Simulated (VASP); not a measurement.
# SiMo3 (Pm-3n) in VASP: notebook

SiMo3 is run at these levels: PBEsol; tasks: relaxation of cell and atoms.

All numbers are computed with VASP 6.6.1; they aren't measurements. Logs are shortened: lines on timing, memory, paths and dates and some standing lists are left out, and cuts for length are marked.

### Step 1. The cell of the first run

Symmetry: Pm-3n, No. 223, cubic system. The conventional cell has a = 4.890 Å, b = 4.890 Å, c = 4.890 Å, α = 90.00°, β = 90.00°, γ = 90.00°. Within 3.6 Å of Si (site symmetry m-3) lie 12 Mo at 2.73 Å. Within 3.2 Å of Mo (site symmetry -4m2) lie 10 Mo at 2.44 to 2.99 Å and 4 Si at 2.73 Å.

### Step 2. Relaxation of cell and atoms, PBEsol

The input, INCAR:

```
  PREC = Accurate
  ENCUT = 600
  EDIFF = 1E-6
  ISMEAR = 0
  SIGMA = 0.1
  LREAL = F
  LASPH = T
  NELM = 100
  ALGO = Fast
  ISIF = 3
  LWAVE = F
  LCHARG = F
  GGA = PS
  IBRION = 2
  NSW = 100
  EDIFFG = -0.005
```

The input, KPOINTS:

```
Automatic mesh
0
Gamma
  8 8 8
```

The input, POSCAR:

```
SiMo3
1.0
    4.8896951900      0.0000000000      0.0000000000
    0.0000000000      4.8896951900      0.0000000000
    0.0000000000      0.0000000000      4.8896951900
Si Mo
2 6
Direct
    0.5000000000      0.5000000000      0.5000000000
    0.0000000000      0.0000000000      0.0000000000
    0.0000000000      0.5000000000      0.2500000000
    0.0000000000      0.5000000000      0.7500000000
    0.5000000000      0.7500000000      0.0000000000
    0.5000000000      0.2500000000      0.0000000000
    0.7500000000      0.0000000000      0.5000000000
    0.2500000000      0.0000000000      0.5000000000
```

Potentials or basis: VASP PAW PBE potentials, release 64 (Si, Mo_sv).

Run with:

```bash
cat potpaw_PBE.64/Si/POTCAR potpaw_PBE.64/Mo_sv/POTCAR > POTCAR
mpirun -np 1 vasp_std > vasp.out
```

OUTCAR:

```text
PREC = Accurate
   ENCUT = 600
   EDIFF = 1E-6
   ISMEAR = 0
   LREAL = F
   LASPH = T
   NELM = 100
   ISIF = 3
   GGA = PS
   IBRION = 2
   NSW = 100
   EDIFFG = -0.005

 ion  position               nearest neighbor table
   1  0.500  0.500  0.500-   3 2.73   4 2.73   5 2.73   6 2.73   7 2.73   8 2.73   5 2.73   6 2.73
                             7 2.73   8 2.73   3 2.73   4 2.73
   2  0.000  0.000  0.000-   3 2.73   4 2.73   5 2.73   6 2.73   7 2.73   8 2.73   7 2.73   8 2.73
                             3 2.73   4 2.73   5 2.73   6 2.73
   3  0.000  0.500  0.250-   4 2.44   4 2.44   1 2.73   2 2.73   2 2.73   1 2.73   8 2.99   5 2.99
                             6 2.99   7 2.99   8 2.99   7 2.99   5 2.99   6 2.99
   4  0.000  0.500  0.750-   3 2.44   3 2.44   1 2.73   2 2.73   2 2.73   1 2.73   8 2.99   5 2.99
                             6 2.99   7 2.99   8 2.99   7 2.99   5 2.99   6 2.99
   5  0.500  0.750  0.000-   6 2.44   6 2.44   1 2.73   1 2.73   2 2.73   2 2.73   8 2.99   4 2.99
                             7 2.99   8 2.99   3 2.99   7 2.99   3 2.99   4 2.99
   6  0.500  0.250  0.000-   5 2.44   5 2.44   1 2.73   1 2.73   2 2.73   2 2.73   8 2.99   4 2.99
                             7 2.99   8 2.99   3 2.99   7 2.99   3 2.99   4 2.99
   7  0.750  0.000  0.500-   8 2.44   8 2.44   1 2.73   2 2.73   1 2.73   2 2.73   3 2.99   4 2.99
                             5 2.99   6 2.99   5 2.99   3 2.99   4 2.99   6 2.99
   8  0.250  0.000  0.500-   7 2.44   7 2.44   1 2.73   2 2.73   1 2.73   2 2.73   3 2.99   4 2.99
                             5 2.99   6 2.99   5 2.99   3 2.99   4 2.99   6 2.99

  LATTYP: Found a simple cubic cell.
 ALAT       =     4.8896951900

  Lattice vectors:

 A1 = (   4.8896951900,   0.0000000000,   0.0000000000)
 A2 = (   0.0000000000,   4.8896951900,   0.0000000000)
 A3 = (   0.0000000000,   0.0000000000,   4.8896951900)

Analysis of symmetry for initial positions (statically):
=====================================================================
 Subroutine PRICEL returns:
 Original cell was already a primitive cell.

 Routine SETGRP: Setting up the symmetry group for a
 simple cubic supercell.

 Subroutine GETGRP returns: Found 48 space group operations
 (whereof 24 operations were pure point group operations)
 out of a pool of 48 trial point group operations.

The static configuration has the point symmetry T_h .
 The point group associated with its full space group is O_h .

Analysis of symmetry for dynamics (positions and initial velocities):
=====================================================================
 Subroutine PRICEL returns:
 Original cell was already a primitive cell.

 Routine SETGRP: Setting up the symmetry group for a
 simple cubic supercell.

 Subroutine GETGRP returns: Found 48 space group operations
 (whereof 24 operations were pure point group operations)
 out of a pool of 48 trial point group operations.

The dynamic configuration has the point symmetry T_h .
 The point group associated with its full space group is O_h .

 Subroutine INISYM returns: Found 48 space group operations
 (whereof 24 operations are pure point group operations),
 and found     1 'primitive' translations

----------------------------------------------------------------------------------------

                                     Primitive cell

  volume of cell :     116.9083

  direct lattice vectors                    reciprocal lattice vectors
     4.889695190  0.000000000  0.000000000     0.204511725  0.000000000  0.000000000
     0.000000000  4.889695190  0.000000000     0.000000000  0.204511725  0.000000000
     0.000000000  0.000000000  4.889695190     0.000000000  0.000000000  0.204511725

  length of vectors
     4.889695190  4.889695190  4.889695190     0.204511725  0.204511725  0.204511725

  position of ions in fractional coordinates (direct lattice)
     0.500000000  0.500000000  0.500000000
     0.000000000  0.000000000  0.000000000
     0.000000000  0.500000000  0.250000000
     0.000000000  0.500000000  0.750000000
     0.500000000  0.750000000  0.000000000
     0.500000000  0.250000000  0.000000000
     0.750000000  0.000000000  0.500000000
     0.250000000  0.000000000  0.500000000

  ion indices of the primitive-cell ions
   primitive index   ion index
                 1           1
                 2           2
                 3           3
                 4           4
                 5           5
                 6           6
                 7           7
                 8           8

----------------------------------------------------------------------------------------

 KPOINTS: Automatic mesh

Automatic generation of k-mesh.
 Grid dimensions read from file:
 generate k-points for:    8    8    8

 Generating k-lattice:

  Cartesian coordinates                     Fractional coordinates (reciprocal lattice)
[... 35 lines left out ...]
 SYSTEM =  unknown system
   PREC   = accura    normal or accurate (medium, high low for compatibility)
   ISTART =      0    job   : 0-new  1-cont  2-samecut
   ICHARG =      2    charge: 1-file 2-atom 10-const
   ISPIN  =      1    spin polarized calculation?
   LNONCOLLINEAR =      F non collinear calculations
   LSORBIT =      F    spin-orbit coupling
   LASPH  =      T    aspherical Exc in radial PAW
   ENCUT  =  600.0 eV  44.10 Ry    6.64 a.u.   9.77  9.77  9.77*2*pi/ulx,y,z
   NELM   =    100;   NELMIN=  2; NELMDL= -5     # of ELM steps
   EDIFF  = 0.1E-05   stopping-criterion for ELM
   LREAL  =      F    real-space projection
   EDIFFG = -.5E-02   stopping-criterion for IOM
   NSW    =    100    number of steps for IOM
   IBRION =      2    ionic relax: 0-MD 1-quasi-New 2-CG
   NFREE  =      1    steps in history (QN), initial steepest desc. (CG)
   ISIF   =      3    stress and relaxation
   ISYM   =      2    0-nonsym 1-usesym 2-fastsym
   POTIM  = 0.5000    time-step for ionic-motion
   TEBEG  =    0.0;   TEEND  =   0.0 temperature during run
   PSTRESS=    0.0 pullay stress
   NELECT =      92.0000    total number of electrons
   NUPDOWN=      -1.0000    fix difference up-down
   EMIN   =  10.00;   EMAX   =-10.00  energy-range for DOS
   EFERMI =   0.00;   METHOD = LEGACY
   ISMEAR =     0;   SIGMA  =   0.10  broadening in eV -4-tet -1-fermi 0-gaus
   EFERMI_NEDOS =   21; number of points for ismear=-14 and -15
   IALGO  =     68    algorithm
   IMIX   =      4    mixing-type and parameters
     AMIX     =   0.40;   BMIX     =  1.00
     AMIX_MAG =   1.60;   BMIX_MAG =  1.00
  volume/ion in A,a.u.               =      14.61        98.62
  Fermi-wavevector in a.u.,A,eV,Ry     =   1.511433  2.856195 31.081565  2.284431
  Thomas-Fermi vector in A             =   2.621491
   LORBIT       =      0    0 simple, 1 ext, 2 COOP (PROOUT), +10 PAW based schemes
   GGA     = PS    functional components
   LHFCALC =     F    Hartree Fock is set to
   AEXX    =    0.0000 exact exchange contribution
   IVDW    =     0    specifies the selected vdW correction
   LEPSILON=     F    determine dielectric tensor
   LRPA    =     F    only Hartree local field effects (RPA)
 conjugate gradient relaxation of ions
 non-spin polarized calculation
 RMM-DIIS sequential band-by-band and
 Gauss-broadening in eV      SIGMA  =   0.10
  energy-cutoff  :      600.00
  volume of cell :      116.91
 maximum number of plane-waves:      3948
 NGX is ok and might be reduce to    40

--------------------------------------- Ionic step        1  -------------------------------------------

 number of electron      91.9999979 magnetization

 Free energy of the ion-electron system (eV)
  ---------------------------------------------------
  ext. energy  EPLUGINS =         0.00000000
  ---------------------------------------------------
  free energy    TOTEN  =       -85.09026237 eV

  energy without entropy =      -85.06852334  energy(sigma->0) =      -85.07939285

------------------------ aborting loop because EDIFF is reached ----------------------------------------

  FORCE on cell =-STRESS in cart. coord.  units (eV):
  Direction    XX          YY          ZZ          XY          YZ          ZX
  --------------------------------------------------------------------------------------
  -------------------------------------------------------------------------------------
  Total       -2.8860714     -2.8860714     -2.8860714     -0.0000000      0.0000000     -0.0000000
  in kB      -39.5523505    -39.5523505    -39.5523505     -0.0000000      0.0000000     -0.0000000
  external PRESSURE =     -39.5523505 kB  Pullay stress =       0.0000000 kB
[... 111 lines left out ...]
  energy  without entropy=      -85.0914028991  energy(sigma->0) =      -85.10199202

--------------------------------------- Ionic step        4  -------------------------------------------

 number of electron      91.9999981 magnetization

 Free energy of the ion-electron system (eV)
  ---------------------------------------------------
  ext. energy  EPLUGINS =         0.00000000
  ---------------------------------------------------
  free energy    TOTEN  =       -85.11258428 eV

  energy without entropy =      -85.09141529  energy(sigma->0) =      -85.10199978

 E-fermi :  12.8923     XC(G=0): -13.3129

 val. band max:       12.8867796257   @ k =   0.3750   0.3750   0.0000
 cond. band min:      12.9115829038   @ k =   0.2500   0.1250   0.1250
 fundamental gap:      0.0248032780
 Fermi energy:        12.8922631330

 k-point     1 :       0.0000    0.0000    0.0000
  band No.  band energies     occupation
      1     -48.3030      2.00000
      2     -48.1786      2.00000
      3     -48.1786      2.00000
      4     -47.8289      2.00000
      5     -47.8289      2.00000
      6     -47.8289      2.00000
[... 1381 lines left out ...]
     54      15.0678      0.00000
     55      15.1106      0.00000

 [... further k-points ...]

------------------------ aborting loop because EDIFF is reached ----------------------------------------

  FORCE on cell =-STRESS in cart. coord.  units (eV):
  Direction    XX          YY          ZZ          XY          YZ          ZX
  --------------------------------------------------------------------------------------
  -------------------------------------------------------------------------------------
  Total        0.0038190      0.0038190      0.0038190      0.0000000      0.0000000     -0.0000000
  in kB        0.0531491      0.0531491      0.0531491      0.0000000      0.0000000     -0.0000000
  external PRESSURE =       0.0531491 kB  Pullay stress =       0.0000000 kB
[... 23 lines left out ...]
  FREE ENERGIE OF THE ION-ELECTRON SYSTEM (eV)
  ---------------------------------------------------
  free  energy   TOTEN  =       -85.1125842770 eV

  energy  without entropy=      -85.0914152881  energy(sigma->0) =      -85.10199978

 reached required accuracy - stopping structural energy minimisation
```

It took 6.7 min on 1 thread of Intel Xeon 6975P-C (Granite Rapids), shared host; peak memory 0.38 GiB.

What came out:

* Free energy: -85.1126 eV
* Relaxed volume: 14.39 Å³/atom
* Relaxed cell: a = 4.865 Å, b = 4.865 Å, c = 4.865 Å, α = 90.00°, β = 90.00°, γ = 90.00°
* Space group after relaxing (to 0.1 Å): Pm-3n (No. 223)
* Energy gained by relaxing: 2.8 meV/atom
* Ionic steps: 4
* Pressure after relaxing: 0.0 GPa
* Band gap on the k mesh: zero (bands 46 and 47 overlap by 2.48 eV)

The path:
```tsv
step	energy change (eV)	largest force (eV/Å)	pressure (GPa)	volume (Å³)
1	0.0000	0.0000	-3.96	116.91
2	0.1166	0.0000	10.90	110.91
3	-0.0223	0.0000	-0.08	115.16
4	-0.0223	0.0000	0.01	115.12
```

Final structure:
```
Si Mo
1.0
     4.86469    0.00000    0.00000
     0.00000    4.86469    0.00000
     0.00000    0.00000    4.86469
Si Mo
2 6
Direct
  0.50000 0.50000 0.50000
  0.00000 0.00000 0.00000
  0.00000 0.50000 0.25000
  0.00000 0.50000 0.75000
  0.50000 0.75000 0.00000
  0.50000 0.25000 0.00000
  0.75000 0.00000 0.50000
  0.25000 0.00000 0.50000
```

Levels at points of the mesh, in eV from the Fermi level:
```csv
k point,band 44,band 45,band 46,band 47,band 48,band 49
"(0.00, 0.00, 0.00)",-1.61,1.27,1.27,1.27,2.11,2.42
"(0.50, 0.00, 0.00)",-1.74,0.26,0.26,0.93,0.93,1.53
"(0.50, 0.50, 0.00)",-0.89,-0.89,-0.78,-0.73,-0.53,-0.10
"(0.50, 0.50, 0.50)",-1.21,-1.21,-1.21,-1.21,-1.21,1.29
```

Caveat: the PAW data sets were made with another functional, which shifts forces and pressure a little.

### Step 3. Relaxation of cell and atoms, PBEsol

This run uses another cell than the first one: it holds 16 atoms, not 8.

The input, INCAR:

```
PREC = Accurate
ENCUT = 600
EDIFF = 1E-6
ISMEAR = 0
SIGMA = 0.1
LREAL = Auto
LASPH = T
NELM = 100
ALGO = Fast
ISIF = 3
LWAVE = F
LCHARG = F
GGA = PS
IBRION = 2
NSW = 80
EDIFFG = -0.015
```

The input, KPOINTS:

```
Automatic mesh
0
Gamma
  6 6 6
```

The input, POSCAR:

```
SiMo3
1.0
   -4.8615836809      4.8615836809      0.0000000000
    0.0000000000      4.8615836809     -4.8615836809
   -4.8615836809      0.0000000000     -4.8615836809
Si Mo
4 12
Direct
    0.7500000000      0.7500000000      0.7500000000
    0.2500000000      0.2500000000      0.2500000000
    0.0000000000      0.0000000000      0.0000000000
    0.5000000000      0.5000000000      0.5000000000
    0.3750000000      0.1250000000      0.6250000000
    0.8750000000      0.6250000000      0.1250000000
    0.6250000000      0.8750000000      0.3750000000
    0.1250000000      0.3750000000      0.8750000000
    0.6250000000      0.1250000000      0.8750000000
    0.1250000000      0.6250000000      0.3750000000
    0.3750000000      0.8750000000      0.1250000000
    0.8750000000      0.3750000000      0.6250000000
    0.3750000000      0.6250000000      0.8750000000
    0.8750000000      0.1250000000      0.3750000000
    0.1250000000      0.8750000000      0.6250000000
    0.6250000000      0.3750000000      0.1250000000
```

Potentials or basis: VASP PAW PBE potentials, release 64 (Si, Mo_sv).

Run with:

```bash
cat potpaw_PBE.64/Si/POTCAR potpaw_PBE.64/Mo_sv/POTCAR > POTCAR
mpirun -np 1 vasp_std > vasp.out
```

It took 57 min on 1 thread of Oxide Virtual Turin-like, shared host; peak memory 0.61 GiB.

It converged, with:

- Free energy: -170.2606 eV
- Relaxed volume: 14.38 Å³/atom
- Relaxed cell: a = 6.878 Å, b = 6.878 Å, c = 6.878 Å, α = 60.00°, β = 60.00°, γ = 60.00°
- Space group after relaxing (to 0.1 Å): Pm-3n (No. 223)
- Energy gained by relaxing: 0.0 meV/atom
- Ionic steps: 3
- Pressure after relaxing: 0.0 GPa
- Band gap on the k mesh: zero (bands 92 and 93 overlap by 0.34 eV)

Step by step:
```
step  energy change (eV)  largest force (eV/Å)  pressure (GPa)  volume (Å³)
   1              0.0000                0.0000            0.36       229.81
   2              0.0019                0.0000           -0.91       230.88
   3             -0.0003                0.0000           -0.01       230.10
```

Final structure:
```yaml
crystal:
  lattice:
    - [-4.86365, 4.86365, 0.00000]
    - [0.00000, 4.86365, -4.86365]
    - [-4.86365, 0.00000, -4.86365]
  atoms:
    - { symbol: Si, position: [0.75000, 0.75000, 0.75000] }
    - { symbol: Si, position: [0.25000, 0.25000, 0.25000] }
    - { symbol: Si, position: [0.00000, 0.00000, 0.00000] }
    - { symbol: Si, position: [0.50000, 0.50000, 0.50000] }
    - { symbol: Mo, position: [0.37500, 0.12500, 0.62500] }
    - { symbol: Mo, position: [0.87500, 0.62500, 0.12500] }
    - { symbol: Mo, position: [0.62500, 0.87500, 0.37500] }
    - { symbol: Mo, position: [0.12500, 0.37500, 0.87500] }
    - { symbol: Mo, position: [0.62500, 0.12500, 0.87500] }
    - { symbol: Mo, position: [0.12500, 0.62500, 0.37500] }
    - { symbol: Mo, position: [0.37500, 0.87500, 0.12500] }
    - { symbol: Mo, position: [0.87500, 0.37500, 0.62500] }
    - { symbol: Mo, position: [0.37500, 0.62500, 0.87500] }
    - { symbol: Mo, position: [0.87500, 0.12500, 0.37500] }
    - { symbol: Mo, position: [0.12500, 0.87500, 0.62500] }
    - { symbol: Mo, position: [0.62500, 0.37500, 0.12500] }
```

Levels at points of the mesh, in eV from the Fermi level:
```
           k point  band 89  band 90  band 91  band 92  band 93  band 94  band 95  band 96
(0.00, 0.00, 0.00)    -1.21    -1.21    -1.21    -1.21     1.27     1.27     1.27     1.29
(0.50, 0.00, 0.00)    -0.55    -0.55    -0.55    -0.55     0.88     0.88     0.88     0.88
(0.50, 0.50, 0.00)    -0.89    -0.78    -0.72    -0.53    -0.10     0.26     0.26     0.26
```

Caveat: the PAW data sets were made with another functional, which shifts forces and pressure a little.

### Step 4. Relaxation of cell and atoms, PBEsol

This run uses another cell than the first one: it holds 16 atoms, not 8.

The input, INCAR:

```
  PREC = Accurate
  ENCUT = 600
  EDIFF = 1E-6
  ISMEAR = 0
  SIGMA = 0.1
  LREAL = Auto
  LASPH = T
  NELM = 80
  ALGO = Fast
  ISIF = 3
  LWAVE = F
  LCHARG = F
  GGA = PS
  IBRION = 2
  NSW = 80
  EDIFFG = -0.015
```

KPOINTS is that of step 3.

The input, POSCAR:

```
SiMo3
1.0
   -4.8615836805      4.8615836805      0.0000000000
    0.0000000000      4.8615836805     -4.8615836805
   -4.8615836805      0.0000000000     -4.8615836805
Si Mo
4 12
Direct
    0.7500000000      0.7500000000      0.7500000000
    0.2500000000      0.2500000000      0.2500000000
    0.5000000000      0.5000000000      0.5000000000
    1.0000000000      0.0000000000      1.0000000000
    0.3750000000      0.1250000000      0.6250000000
    0.8750000000      0.6250000000      0.1250000000
    0.6250000000      0.8750000000      0.3750000000
    0.1250000000      0.3750000000      0.8750000000
    0.6250000000      0.1250000000      0.8750000000
    0.1250000000      0.6250000000      0.3750000000
    0.3750000000      0.8750000000      0.1250000000
    0.8750000000      0.3750000000      0.6250000000
    0.8750000000      0.1250000000      0.3750000000
    0.3750000000      0.6250000000      0.8750000000
    0.1250000000      0.8750000000      0.6250000000
    0.6250000000      0.3750000000      0.1250000000
```

Run with:

```bash
cat potpaw_PBE.64/Si/POTCAR potpaw_PBE.64/Mo_sv/POTCAR > POTCAR
mpirun -np 1 vasp_std > vasp.out
```

Run time: 66 min. Hardware: 1 thread of Oxide Virtual Turin-like, shared host; peak memory 0.61 GiB.

It converged, with:

| Property | Result |
| --- | --- |
| Free energy | -170.2606 eV |
| Relaxed volume | 14.38 Å³/atom |
| Relaxed cell | a = 6.878 Å, b = 6.878 Å, c = 6.878 Å, α = 60.00°, β = 60.00°, γ = 60.00° |
| Space group after relaxing (to 0.1 Å) | Pm-3n (No. 223) |
| Energy gained by relaxing | 0.0 meV/atom |
| Ionic steps | 3 |
| Pressure after relaxing | 0.0 GPa |
| Band gap on the k mesh | zero (bands 92 and 93 overlap by 0.34 eV) |

The path:
```
step  energy change (eV)  largest force (eV/Å)  pressure (GPa)  volume (Å³)
   1              0.0000                0.0000            0.36       229.81
   2              0.0019                0.0000           -0.91       230.88
   3             -0.0003                0.0000           -0.01       230.10
```

Final structure:
```xyz
16
Lattice="-4.8637 4.8637 0.0000 0.0000 4.8637 -4.8637 -4.8637 0.0000 -4.8637" Properties=species:S:1:pos:R:3 pbc="T T T"
Si   -7.2955    7.2955   -7.2955
Si   -2.4318    2.4318   -2.4318
Si   -4.8637    4.8637   -4.8637
Si    0.0000    0.0000    0.0000
Mo   -4.8637    2.4318   -3.6477
Mo   -4.8637    7.2955   -3.6477
Mo   -4.8637    7.2955   -6.0796
Mo   -4.8637    2.4318   -6.0796
Mo   -7.2955    3.6477   -4.8637
Mo   -2.4318    3.6477   -4.8637
Mo   -2.4318    6.0796   -4.8637
Mo   -7.2955    6.0796   -4.8637
Mo   -6.0796    4.8637   -2.4318
Mo   -6.0796    4.8637   -7.2955
Mo   -3.6477    4.8637   -7.2955
Mo   -3.6477    4.8637   -2.4318
```

Levels at points of the mesh, in eV from the Fermi level:
```
           k point  band 90  band 91  band 92  band 93  band 94  band 95
(0.00, 0.00, 0.00)    -1.21    -1.21    -1.21     1.27     1.27     1.27
(0.50, 0.00, 0.00)    -0.55    -0.55    -0.55     0.88     0.88     0.88
(0.50, 0.50, 0.00)    -0.78    -0.72    -0.53    -0.10     0.26     0.26
```

Caveat: the PAW data sets were made with another functional, which shifts forces and pressure a little.

The gap in the log of VASP goes by the Fermi energy; the results here count the filled bands.